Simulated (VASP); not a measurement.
A run of VASP 6.6.1 is set up as follows.

File INCAR:

```
PREC = Accurate
ENCUT = 520
EDIFF = 1E-6
ISMEAR = -1
SIGMA = 0.02
LREAL = Auto
LASPH = T
NELM = 60
ALGO = Normal
ISIF = 2
LWAVE = F
LCHARG = F
GGA = PE
NBANDS = 52
```

The input KPOINTS:

```
Automatic mesh
0
Gamma
  2 2 2
```

Contents of POSCAR:

```
TiSi16
1.0
    0.0000000000      5.4300000000      5.4300000000
    5.4300000000      0.0000000000      5.4300000000
    5.4300000000      5.4300000000      0.0000000000
Si Ti
16 1
Direct
    0.0351565378     -0.0089502762     -0.0160957643
    0.1293001842      0.1344383057      0.1321731123
   -0.0109852670      0.0280939227      0.4963996317
    0.1449355433      0.1606629834      0.5971823204
   -0.0458471455      0.4832320442      0.0395672192
    0.1245488029      0.6193370166      0.1157642726
    0.0191344383      0.5166114180      0.4823756906
    0.0906261510      0.6453406998      0.6582872928
    0.5157918969      0.0002302026     -0.0015193370
    0.6482780847      0.1108011050      0.1498434622
    0.4941344383     -0.0176519337      0.5063812155
    0.6105616943      0.1184069982      0.6327900552
    0.4947237569      0.4938766114      0.0263075506
    0.6015009208      0.6504143646      0.1536924494
    0.4844014733      0.4908655617      0.5470718232
    0.6519152855      0.6283425414      0.6346961326
    0.7654880295      0.2500552486      0.7506998158
```

Potentials or basis: VASP PAW PBE potentials, release 64 (Si, Ti_sv).

Command:

```sh
$ cat potpaw_PBE.64/Si/POTCAR potpaw_PBE.64/Ti_sv/POTCAR > POTCAR
$ mpirun -np 1 vasp_std > vasp.out
```

**Question.** Estimate the pressure.

**Answer.** 3.8 GPa.

**Question.** Estimate the largest force.

**Answer.** 2.548 eV/Å.

**Question.** Predict the band gap on the k mesh.

**Answer.** Zero (bands 38 and 39 overlap by 0.28 eV).

Stress tensor (GPa, compression positive):
```
 4.11 -3.19 -0.10
-3.19  4.17 -1.87
-0.10 -1.87  3.05
```

Caveat: the k points lie up to 0.50 Å⁻¹ apart.
